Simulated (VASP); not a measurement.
# SiC: single point with PBE

The system is SiC.

```
Si C
1.0
     3.19837    0.00000    0.00000
    -1.59919    2.76987    0.00000
     0.00000    0.00000    5.01742
Si C
2 2
Direct
  0.33333 0.66667 0.99779
  0.66667 0.33333 0.49779
  0.33333 0.66667 0.37721
  0.66667 0.33333 0.87721
```

This cell differs from its parent crystal: epitaxial xy strain +4.0%.

- Program: VASP 6.6.1
- Task: single point
- Functional: PBE
- Potentials or basis: VASP PAW PBE potentials, release 64 (Si, C)
- Cutoff: 520 eV
- k mesh: 12 × 12 × 6
- Occupations: fermi-dirac, width 0.02 eV
- Spin: no spin polarisation
- Dipole correction: no
- Further INCAR settings: ALGO = Normal; EDIFF = 1e-07; NBANDS = 16

```
Pressure               : -10.6 GPa
Largest force          : 0.048 eV/Å
Band gap on the k mesh : 2.20 eV (least direct gap 3.40 eV)
```

Forces on the atoms (eV/Å):
```
Si   0.000  0.000 -0.048
Si   0.000  0.000 -0.048
C    0.000  0.000  0.048
C    0.000  0.000  0.048
```

Stress tensor (GPa, compression positive):
```
-17.34   0.00   0.00
  0.00 -17.34   0.00
  0.00   0.00   2.79
```

Levels at points of the mesh, in eV from the valence-band top:
```csv
k point,band 6,band 7,band 8,band 9,band 10,band 11
"(0.00, 0.00, 0.00)",-0.19,-0.19,0.00,3.40,5.53,5.80
"(0.50, 0.00, 0.00)",-3.52,-3.19,-1.25,2.20,4.32,6.21
"(0.00, 0.00, 0.50)",-1.01,-1.01,-1.01,4.66,4.66,6.55
"(0.50, 0.00, 0.50)",-2.60,-2.14,-2.14,3.08,3.08,5.04
```

Wall time 21 s on 1 thread of Intel(R) Xeon(R) 6975P-C (Granite Rapids), on a shared host, peak memory 0.17 GiB.

Caveat: the cell differs from its parent crystal (epitaxial xy strain +4.0%); the cell stands under tension. A k mesh can miss the band edges.
